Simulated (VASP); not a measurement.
**GaGe3: single point with LDA**

The system is GaGe3.

```
Ge Ga
1.0
     0.00000    3.38717    3.38717
     3.38717    0.00000    3.38717
     3.38717    3.38717    0.00000
Ge Ga
3 1
Direct
  0.50000 0.50000 0.50000
  0.75000 0.75000 0.75000
  0.25000 0.25000 0.25000
  0.00000 0.00000 0.00000
```

| Item | Value |
| --- | --- |
| Program | VASP 6.6.1 |
| Task | single point |
| Functional | LDA |
| Potentials or basis | VASP PAW LDA potentials, release 64 (Ge_d, Ga_d) |
| Cutoff | 520 eV |
| k mesh | 4 × 4 × 4 |
| Occupations | fermi-dirac, width 0.05 eV |
| Spin | no spin polarisation |

```yaml
Pressure: -4.7 GPa
```

Levels at points of the mesh, in eV from the Fermi level:
```
           k point  band 26  band 27  band 28  band 29  band 30  band 31
(0.00, 0.00, 0.00)    -1.68    -1.51    -1.42    -1.42    -1.42     0.09
(0.50, 0.00, 0.00)    -2.70    -2.16    -2.16     1.54     1.54     3.82
(0.50, 0.50, 0.00)    -4.92     2.63     2.80     2.80     3.12     3.49
```

It took 17 s on 1 thread of Intel(R) Xeon(R) Platinum 8488C (Sapphire Rapids), with other jobs on the host, peak memory 0.17 GiB.

Caveat: the k points lie up to 0.40 Å⁻¹ apart.
